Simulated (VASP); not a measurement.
Runs of VASP 6.6.1 on Lu. The structure is hexagonal, space group P6_3/mmc (No. 194). Conventional cell: a = 3.505 Å, b = 3.505 Å, c = 5.470 Å, α = 90.00°, β = 90.00°, γ = 120.00°. Lu (site symmetry -6m2) has 12 Lu at 3.40 to 3.50 Å within 4.5 Å. 

| k mesh | smearing | gap on the mesh (eV) | pressure (GPa) |
| --- | --- | --- | --- |
| 4 × 4 × 2 | fermi-dirac 0.1 eV | none | 1.0 |
| 2 × 2 × 1 | fermi-dirac 0.1 eV | none | -9.2 |
| 5 × 5 × 3 | fermi-dirac 0.1 eV | none | 0.7 |
| 8 × 8 × 5 | fermi-dirac 0.1 eV | none | (b) |
| 10 × 10 × 6 | fermi-dirac 0.01 eV | none | (a) |
| 3 × 3 × 2 | fermi-dirac 0.1 eV | none | -0.6 |
| 10 × 10 × 6 | fermi-dirac 0.03 eV | none | 0.1 |
| 10 × 10 × 6 | fermi-dirac 0.1 eV | none | 0.3 |
| 6 × 6 × 4 | fermi-dirac 0.1 eV | none | 0.1 |

Alike in all rows: task single point; level r2SCAN; potentials or basis VASP PAW PBE potentials, release 64 (Lu); no spin polarisation; cell as given; cutoff (eV) 520.

Problem. Fill in the values left out.

Solution. (a) 0.0; (b) 0.4.

Caveats: some runs use coarse meshes; the PAW data sets were made with another functional, which shifts forces and pressure a little; spin-orbit coupling is left out, which moves the levels of the heavy elements.

A k mesh can miss the band edges, and the runs leave out spin-orbit coupling on Lu.

A gap of «none» marks levels without a gap at the run's occupations.
